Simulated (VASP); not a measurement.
A run of VASP 6.6.1 is set up as follows.

File INCAR:

```
  ALGO = Normal
  EDIFF = 1E-6
  ENCUT = 520
  GGA = PE
  ISIF = 2
  ISMEAR = 0
  ISPIN = 2
  LASPH = T
  LCHARG = T
  LELF = T
  LMAXMIX = 4
  LORBIT = 11
  LREAL = F
  LVHAR = T
  LWAVE = F
  MAGMOM = 0 1 0 0
  NBANDS = 25
  NELM = 150
  PREC = Accurate
  SIGMA = 0.1
```

KPOINTS

```
k-points
0
Gamma
  6 6 4
```

Contents of POSCAR:

```
LiTaO2
1.0
    3.3102849000      0.0000000000      0.0000000000
   -1.6551424500      2.8667908200      0.0000000000
    0.0000000000      0.0000000000      5.2627886900
Li Ta O
1 1 2
Direct
    0.0000000000      0.0000000000      0.5000000000
    0.0000000000      0.0000000000      0.0000000000
    0.3333333300      0.6666666700      0.0000000000
    0.6666666700      0.3333333300      0.0000000000
```

Potentials or basis: VASP PAW PBE potentials, release 64 (Li_sv, Ta_pv, O).

Command:

```sh
$ cat potpaw_PBE.64/Li_sv/POTCAR potpaw_PBE.64/Ta_pv/POTCAR potpaw_PBE.64/O/POTCAR > POTCAR
$ mpirun -np 1 vasp_std > vasp.out
```

Task: Estimate the band gap on the k mesh.

Result: Zero (filled and empty bands overlap).

Task: Estimate the net moment.

Result: 0.00 μB per cell.

Caveat: spin-orbit coupling is left out, which moves the levels of the heavy elements.
